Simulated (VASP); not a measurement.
Write the native input for VASP 6.6.1 that does the following.

```
Task                   : relaxation of cell and atoms
Functional             : PBE
Potentials or basis    : VASP PAW PBE potentials, release 64 (S, K_sv)
Cutoff                 : 500 eV
k mesh                 : 10 × 10 × 10
Occupations            : fermi-dirac, width 0.03 eV
Spin                   : no spin polarisation
Dipole correction      : no
Further INCAR settings : ALGO = Normal; EDIFF = 1e-07; IBRION = 2; EDIFFG = -0.005; NSW = 100; ISIF = 3
```

The structure of K2S (fluorite type) lies in POSCAR:

```
K2S
1.0
    0.0000000000      3.5281874286      3.5281874286
    3.5281874286      0.0000000000      3.5281874286
    3.5281874286      3.5281874286      0.0000000000
S K
1 2
Direct
    0.0000000000      0.0000000000      0.0000000000
    0.2500000000      0.2500000000      0.2500000000
    0.7500000000      0.7500000000      0.7500000000
```

The input as run:

INCAR

```
PREC     = Accurate       # precision mode
ENCUT    = 500            # plane-wave cutoff, eV
EDIFF    = 1E-7           # SCF threshold, eV
ISMEAR   = -1             # smearing method
SIGMA    = 0.03           # smearing width, eV
LREAL    = False          # projectors in reciprocal space
LASPH    = True           # aspherical terms in the spheres
NELM     = 120            # most SCF steps
ALGO     = Normal         # electronic algorithm
ISIF     = 3              # what is computed and relaxed
LWAVE    = False          # write WAVECAR
LCHARG   = False          # write CHGCAR
GGA      = PE             # functional
IBRION   = 2              # ionic algorithm
NSW      = 100            # ionic steps
EDIFFG   = -0.005         # ionic threshold
GGA_COMPAT= False        
NELMIN   = 4
```

KPOINTS

```
Automatic mesh
0
Gamma
  10 10 10
```

Potentials or basis: VASP PAW PBE potentials, release 64 (S, K_sv).

Launch:

```sh
$ cat potpaw_PBE.64/S/POTCAR potpaw_PBE.64/K_sv/POTCAR > POTCAR
$ mpirun -np 1 vasp_std > vasp.out
```

It gave:

* Relaxed volume: 34.74 Å³/atom
* Relaxed cell: a = 5.282 Å, b = 5.282 Å, c = 5.282 Å, α = 60.00°, β = 60.00°, γ = 60.00°
* Space group after relaxing (to 0.1 Å): Fm-3m (No. 225)
* Energy gained by relaxing: 65.6 meV/atom
* Ionic steps: 4
* Pressure after relaxing: 0.0 GPa
* Band gap on the k mesh: 2.31 eV (least direct gap 2.49 eV)

Caveat: the volume moved by over 15 % at a fixed basis, so the end points are rough.

Wall time 6.3 min on 1 thread of Intel Xeon 8259CL, on a shared host, peak memory 0.24 GiB.
